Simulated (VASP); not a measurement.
# ZnO (P6_3mc) in VASP: further runs, part 3 of 3

VASP 6.6.1. The steps go on from the part before.

### 5 Relaxation of cell and atoms, r2SCAN

This run uses another cell than the first one, of 13.61 Å³/atom, 1.152 times its volume.

Contents of POSCAR:

```
ZnO
1.0
    3.3713644749      0.0000000000      0.0000000000
   -1.6856822374      2.9196872807      0.0000000000
    0.0000000000      0.0000000000      5.5309086014
Zn O
2 2
Direct
    0.3333333333      0.6666666667      0.0003440772
    0.6666666667      0.3333333333      0.5003440772
    0.3333333333      0.6666666667      0.3746559228
    0.6666666667      0.3333333333      0.8746559228
```

Contents of INCAR.step1:

```
PREC     = Accurate       # precision mode
ENCUT    = 600            # plane-wave cutoff, eV
ISMEAR   = 0              # smearing method
SIGMA    = 0.1            # smearing width, eV
LREAL    = F              # projectors in reciprocal space
LASPH    = T              # aspherical terms in the spheres
NELM     = 60             # most SCF steps
GGA      = PE             # functional
ALGO     = Normal         # electronic algorithm
EDIFF    = 1E-4           # SCF threshold, eV
LWAVE    = T              # write WAVECAR
LCHARG   = F              # write CHGCAR
```

Contents of INCAR.step2:

```
PREC     = Accurate       # precision mode
ENCUT    = 600            # plane-wave cutoff, eV
EDIFF    = 1E-6           # SCF threshold, eV
ISMEAR   = 0              # smearing method
SIGMA    = 0.1            # smearing width, eV
LREAL    = F              # projectors in reciprocal space
LASPH    = T              # aspherical terms in the spheres
NELM     = 60             # most SCF steps
ALGO     = Normal         # electronic algorithm
ISIF     = 3              # what is computed and relaxed
LWAVE    = F              # write WAVECAR
LCHARG   = F              # write CHGCAR
METAGGA  = R2SCAN         # meta-GGA
LMIXTAU  = T            
IBRION   = 2              # ionic algorithm
NSW      = 80             # ionic steps
EDIFFG   = -0.05          # ionic threshold
ISTART   = 1
```

Contents of KPOINTS:

```
regular mesh
0
Gamma
  6 6 4
```

Potentials or basis: VASP PAW PBE potentials, release 64 (Zn, O).

Command:

```console
cat potpaw_PBE.64/Zn/POTCAR potpaw_PBE.64/O/POTCAR > POTCAR
cp INCAR.step1 INCAR
mpirun -np 1 vasp_std > vasp.out
cp INCAR.step2 INCAR
mpirun -np 1 vasp_std > vasp.out
```

OUTCAR:

```text
PREC = Accurate
   ENCUT = 600
   EDIFF = 1E-6
   ISMEAR = 0
   LREAL = F
   LASPH = T
   NELM = 60
   ISIF = 3
   METAGGA = R2SCAN
   IBRION = 2
   NSW = 80
   EDIFFG = -0.05
   ISTART = 1

 ion  position               nearest neighbor table
   1  0.333  0.667  0.000-   4 2.07   4 2.07   4 2.07   3 2.07
   2  0.667  0.333  0.500-   3 2.07   3 2.07   3 2.07   4 2.07
   3  0.333  0.667  0.375-   2 2.07   2 2.07   2 2.07   1 2.07
   4  0.667  0.333  0.875-   1 2.07   1 2.07   1 2.07   2 2.07

  LATTYP: Found a hexagonal cell.
 ALAT       =     3.3713644749
 C/A-ratio  =     1.6405549274

  Lattice vectors:

 A1 = (   3.3713644749,   0.0000000000,   0.0000000000)
 A2 = (  -1.6856822374,   2.9196872807,   0.0000000000)
 A3 = (   0.0000000000,   0.0000000000,   5.5309086014)

Analysis of symmetry for initial positions (statically):
=====================================================================
 Subroutine PRICEL returns:
 Original cell was already a primitive cell.

 Routine SETGRP: Setting up the symmetry group for a
 hexagonal supercell.

 Subroutine GETGRP returns: Found 12 space group operations
 (whereof  6 operations were pure point group operations)
 out of a pool of 24 trial point group operations.

The static configuration has the point symmetry C_3v.
 The point group associated with its full space group is C_6v.

Analysis of symmetry for dynamics (positions and initial velocities):
=====================================================================
 Subroutine PRICEL returns:
 Original cell was already a primitive cell.

 Routine SETGRP: Setting up the symmetry group for a
 hexagonal supercell.

 Subroutine GETGRP returns: Found 12 space group operations
 (whereof  6 operations were pure point group operations)
 out of a pool of 24 trial point group operations.

The dynamic configuration has the point symmetry C_3v.
 The point group associated with its full space group is C_6v.

 Subroutine INISYM returns: Found 12 space group operations
 (whereof  6 operations are pure point group operations),
 and found     1 'primitive' translations

----------------------------------------------------------------------------------------

                                     Primitive cell

  volume of cell :      54.4426

  direct lattice vectors                    reciprocal lattice vectors
     3.371364475  0.000000000  0.000000000     0.296615809  0.171251217  0.000000000
    -1.685682237  2.919687281  0.000000000     0.000000000  0.342502434  0.000000000
     0.000000000  0.000000000  5.530908601     0.000000000  0.000000000  0.180802120

  length of vectors
     3.371364475  3.371364475  5.530908601     0.342502434  0.342502434  0.180802120

  position of ions in fractional coordinates (direct lattice)
     0.333333333  0.666666667  0.000344077
     0.666666667  0.333333333  0.500344077
     0.333333333  0.666666667  0.374655923
     0.666666667  0.333333333  0.874655923

  ion indices of the primitive-cell ions
   primitive index   ion index
                 1           1
                 2           2
                 3           3
                 4           4

----------------------------------------------------------------------------------------

 KPOINTS: regular mesh

Automatic generation of k-mesh.
 Grid dimensions read from file:
 generate k-points for:    6    6    4

 Generating k-lattice:

  Cartesian coordinates                     Fractional coordinates (reciprocal lattice)
     0.049435968  0.028541869  0.000000000     0.166666667  0.000000000  0.000000000
     0.000000000  0.057083739  0.000000000     0.000000000  0.166666667  0.000000000
     0.000000000  0.000000000  0.045200530     0.000000000  0.000000000  0.250000000

  Length of vectors
     0.057083739  0.057083739  0.045200530

  Shift w.r.t. Gamma in fractional coordinates (k-lattice)
     0.000000000  0.000000000  0.000000000

 Subroutine IBZKPT returns following result:
 ===========================================

 Found     21 irreducible k-points:

 Following reciprocal coordinates:
            Coordinates               Weight
  0.000000  0.000000  0.000000      1.000000
  0.166667 -0.000000  0.000000      6.000000
  0.333333 -0.000000  0.000000      6.000000
  0.500000 -0.000000  0.000000      3.000000
  0.166667  0.166667  0.000000      6.000000
  0.333333  0.166667  0.000000     12.000000
[... 13 lines left out ...]
  0.333333  0.166667  0.500000     12.000000
  0.333333  0.333333  0.500000      2.000000
   k-points           NKPTS =     21   k-points in BZ     NKDIM =     21   number of bands    NBANDS=     22
   number of dos      NEDOS =    301   number of ions     NIONS =      4
   total plane-waves  NPLWV =  37632
   dimension x,y,z NGX =    28 NGY =   28 NGZ =   48
   dimension x,y,z NGXF=    56 NGYF=   56 NGZF=   96
   ions per type =               2   2
   NGX,Y,Z   is equivalent  to a cutoff of  13.81, 13.81, 14.43 a.u.
   NGXF,Y,Z  is equivalent  to a cutoff of  27.61, 27.61, 28.86 a.u.
 SYSTEM =  unknown system
   PREC   = accura    normal or accurate (medium, high low for compatibility)
   ISTART =      1    job   : 0-new  1-cont  2-samecut
   ICHARG =      0    charge: 1-file 2-atom 10-const
   ISPIN  =      1    spin polarized calculation?
   LNONCOLLINEAR =      F non collinear calculations
   LSORBIT =      F    spin-orbit coupling
   LASPH  =      T    aspherical Exc in radial PAW
   ENCUT  =  600.0 eV  44.10 Ry    6.64 a.u.   6.73  6.73 11.05*2*pi/ulx,y,z
   NELM   =     60;   NELMIN=  2; NELMDL=  0     # of ELM steps
   EDIFF  = 0.1E-05   stopping-criterion for ELM
   LREAL  =      F    real-space projection
   EDIFFG = -.5E-01   stopping-criterion for IOM
   NSW    =     80    number of steps for IOM
   IBRION =      2    ionic relax: 0-MD 1-quasi-New 2-CG
   NFREE  =      1    steps in history (QN), initial steepest desc. (CG)
   ISIF   =      3    stress and relaxation
   ISYM   =      2    0-nonsym 1-usesym 2-fastsym
   POTIM  = 0.5000    time-step for ionic-motion
   TEBEG  =    0.0;   TEEND  =   0.0 temperature during run
   PSTRESS=    0.0 pullay stress
   NELECT =      36.0000    total number of electrons
   NUPDOWN=      -1.0000    fix difference up-down
   EMIN   =  10.00;   EMAX   =-10.00  energy-range for DOS
   EFERMI =   0.00;   METHOD = LEGACY
   ISMEAR =     0;   SIGMA  =   0.10  broadening in eV -4-tet -1-fermi 0-gaus
   EFERMI_NEDOS =   21; number of points for ismear=-14 and -15
   IALGO  =     38    algorithm
   IMIX   =      4    mixing-type and parameters
     AMIX     =   0.40;   BMIX     =  1.00
     AMIX_MAG =   1.60;   BMIX_MAG =  1.00
  volume/ion in A,a.u.               =      13.61        91.85
  Fermi-wavevector in a.u.,A,eV,Ry     =   1.426252  2.695225 27.676886  2.034194
  Thomas-Fermi vector in A             =   2.546549
   LORBIT       =      0    0 simple, 1 ext, 2 COOP (PROOUT), +10 PAW based schemes
   METAGGA = R2SCAN    functional components
   LHFCALC =     F    Hartree Fock is set to
   AEXX    =    0.0000 exact exchange contribution
   IVDW    =     0    specifies the selected vdW correction
   LEPSILON=     F    determine dielectric tensor
   LRPA    =     F    only Hartree local field effects (RPA)
 conjugate gradient relaxation of ions
 non-spin polarized calculation
 Gauss-broadening in eV      SIGMA  =   0.10
  energy-cutoff  :      600.00
  volume of cell :       54.44
 maximum number of plane-waves:      1834
 NGX is ok and might be reduce to    28
   NGX = 13   NGY = 13   NGZ = 23

--------------------------------------- Ionic step        1  -------------------------------------------

 number of electron      35.9999994 magnetization

 Free energy of the ion-electron system (eV)
  ---------------------------------------------------
  ext. energy  EPLUGINS =         0.00000000
  ---------------------------------------------------
  free energy    TOTEN  =       -35.95354025 eV

  energy without entropy =      -35.95354025  energy(sigma->0) =      -35.95354025

------------------------ aborting loop because EDIFF is reached ----------------------------------------

  FORCE on cell =-STRESS in cart. coord.  units (eV):
  Direction    XX          YY          ZZ          XY          YZ          ZX
  --------------------------------------------------------------------------------------
  -------------------------------------------------------------------------------------
  Total       -5.0020343     -5.0020343     -5.5940129     -0.0000000      0.0000000      0.0000000
  in kB     -147.2036990   -147.2036990   -164.6248992     -0.0000000      0.0000000      0.0000000
  external PRESSURE =    -153.0107657 kB  Pullay stress =       0.0000000 kB
[... 61 lines left out ...]
  energy  without entropy=      -36.2650777099  energy(sigma->0) =      -36.26507771

--------------------------------------- Ionic step        3  -------------------------------------------

 number of electron      36.0000010 magnetization

 Free energy of the ion-electron system (eV)
  ---------------------------------------------------
  ext. energy  EPLUGINS =         0.00000000
  ---------------------------------------------------
  free energy    TOTEN  =       -36.33788431 eV

  energy without entropy =      -36.33788431  energy(sigma->0) =      -36.33788431

 E-fermi :   1.3962     XC(G=0): -11.6855

 val. band max:        0.8887414712   @ k =   0.0000   0.0000   0.0000
 cond. band min:       2.1044017949   @ k =   0.0000   0.0000   0.0000
 fundamental gap:      1.2156603236
 Fermi energy:         1.3962293924

 k-point     1 :       0.0000    0.0000    0.0000
  band No.  band energies     occupation
      1     -18.2301      2.00000
      2     -17.5549      2.00000
      3      -4.9512      2.00000
      4      -4.9414      2.00000
      5      -4.9413      2.00000
      6      -4.8971      2.00000
[... 545 lines left out ...]
  FREE ENERGIE OF THE ION-ELECTRON SYSTEM (eV)
  ---------------------------------------------------
  free  energy   TOTEN  =       -36.3378843100 eV

  energy  without entropy=      -36.3378843100  energy(sigma->0) =      -36.33788431

 reached required accuracy - stopping structural energy minimisation
```

Wall time 12 min (1 thread of AMD EPYC 7R13, shared host); peak memory 0.19 GiB.

Results:

| Quantity | Value |
| --- | --- |
| Free energy | -36.3379 eV |
| Relaxed volume | 11.85 Å³/atom |
| Relaxed cell | a = 3.225 Å, b = 3.225 Å, c = 5.262 Å, α = 90.00°, β = 90.00°, γ = 120.00° |
| Space group after relaxing (to 0.05 Å) | P6_3mc (No. 186) |
| Energy gained by relaxing | 96.1 meV/atom |
| Ionic steps | 3 |
| Pressure after relaxing | 0.1 GPa |
| Largest force after relaxing | 0.040 eV/Å |
| Band gap on the k mesh | 1.22 eV, direct |

Forces on the atoms (eV/Å):
```
Zn   0.000  0.000 -0.040
Zn   0.000  0.000 -0.040
O    0.000  0.000  0.040
O    0.000  0.000  0.040
```

Step by step:
```csv
step,energy change (eV),largest force (eV/Å),pressure (GPa),volume (Å³)
1,0.0000,0.0710,-15.30,54.44
2,-0.3115,0.0375,9.76,44.83
3,-0.3843,0.0402,0.12,47.40
```

Final structure:
```
Zn O
1.0
     3.22506    0.00000    0.00000
    -1.61253    2.79299    0.00000
     0.00000    0.00000    5.26249
Zn O
2 2
Cartesian
  0.0000 1.8620 5.2620
  1.6125 0.9310 2.6308
  0.0000 1.8620 1.9739
  1.6125 0.9310 4.6051
```

Caveat: the PAW data sets were made with another functional, which shifts forces and pressure a little; the relaxation stopped at a loose force limit of 0.05 eV/Å, so its end isn't a converged minimum. r2SCAN opens gaps a little over a GGA but as a rule still falls short of measured ones.

### 6 The runs side by side

| task | cell | k mesh | cutoff (eV) | smearing | gap on the mesh (eV) | pressure (GPa) |
| --- | --- | --- | --- | --- | --- | --- |
| single point | a = 3.235, b = 3.235, c = 5.211 Å, angles 90.0, 90.0, 120.0°, 4 atoms | 6 × 6 × 4 | 520 | gaussian 0.1 eV | 1.23 | 1.0 |
| single point | a = 3.235, b = 3.235, c = 5.211 Å, angles 90.0, 90.0, 120.0°, 4 atoms | 12 × 12 × 6 | 520 | gaussian 0.02 eV | 1.23 | 1.0 |
| relaxation of cell and atoms | relaxed from a = 3.371, b = 3.371, c = 5.531 Å, angles 90.0, 90.0, 120.0°, 4 atoms | 6 × 6 × 4 | 600 | gaussian 0.1 eV | 1.22 | 0.1 |

Alike in all rows: level r2SCAN; potentials or basis VASP PAW PBE potentials, release 64 (Zn, O); no spin polarisation.

Caveats: the PAW data sets were made with another functional, which shifts forces and pressure a little; the relaxation stopped at a loose force limit of 0.05 eV/Å, so its end isn't a converged minimum (some runs).

Absolute energies hang on the potentials; compare differences alone.
